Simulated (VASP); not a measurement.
## SnO: single point with PBE

The system is SnO.

```
CELL_PARAMETERS angstrom
2.50000 -2.86000 0.00000
2.50000 2.86000 0.00000
0.00000 0.00000 11.12000
ATOMIC_POSITIONS crystal
Sn 0.00000 0.00000 0.00000
Sn 0.00000 0.00000 0.50000
Sn 0.55900 0.44100 0.25400
Sn 0.44100 0.55900 0.75400
O 0.93000 0.43000 0.38000
O 0.07000 0.57000 0.88000
O 0.57000 0.07000 0.38000
O 0.43000 0.93000 0.88000
```

- Program: VASP 6.6.1
- Task: single point
- Functional: PBE
- Potentials or basis: VASP PAW PBE potentials, release 64 (Sn_d, O)
- Cutoff: 520 eV
- k mesh: 10 × 10 × 4
- Occupations: gaussian, width 0.1 eV
- Spin: no spin polarisation
- Dipole correction: no
- Further INCAR settings: ALGO = Normal; EDIFF = 1e-06; NBANDS = 50

| Property | Result |
| --- | --- |
| Pressure | 10.2 GPa |
| Largest force | 8.889 eV/Å |
| Band gap on the k mesh | zero (bands 40 and 41 overlap by 0.35 eV) |

Forces on the atoms (eV/Å):
```
Sn   0.000  0.938 -1.014
Sn   0.000 -0.938 -1.014
Sn   0.000  2.251 -1.197
Sn   0.000 -2.251 -1.197
O    8.800 -0.596  1.105
O   -8.800  0.596  1.105
O   -8.800 -0.596  1.105
O    8.800  0.596  1.105
```

Stress tensor (GPa, compression positive):
```
30.64  0.00  0.00
 0.00  0.45  0.00
 0.00  0.00 -0.49
```

Levels at points of the mesh, in eV from the Fermi level:
```tsv
k point	band 36	band 37	band 38	band 39	band 40	band 41	band 42	band 43	band 44	band 45
(0.00, 0.00, 0.00)	-3.28	-3.27	-1.56	-0.08	-0.04	0.87	2.23	2.33	2.60	3.00
(0.50, 0.00, 0.00)	-3.63	-2.94	-2.61	-1.57	-1.37	0.85	0.87	1.17	1.34	3.66
(0.50, 0.50, 0.00)	-2.82	-2.34	-2.34	-0.85	-0.68	-0.03	0.36	0.43	1.39	1.49
(0.00, 0.00, 0.50)	-3.27	-2.54	-2.54	-0.06	-0.06	1.52	1.52	2.74	2.74	2.85
(0.50, 0.00, 0.50)	-3.78	-2.89	-2.89	-1.40	-1.40	0.66	0.66	1.47	1.47	3.63
(0.50, 0.50, 0.50)	-2.88	-2.34	-2.34	-0.43	-0.43	-0.29	-0.29	0.63	0.63	2.61
```

It took 21 min on 1 thread of Intel Xeon 8259CL (shared host), peak memory 0.61 GiB.

Caveat: the stress differs along the axes, from -0 to 31 GPa; semilocal functionals underestimate gaps, and a narrow one can read as zero; spin-orbit coupling is left out, which moves the levels of the heavy elements; forces of over 1 eV/Å act on the atoms, so gaps and moduli don't describe the material at rest.
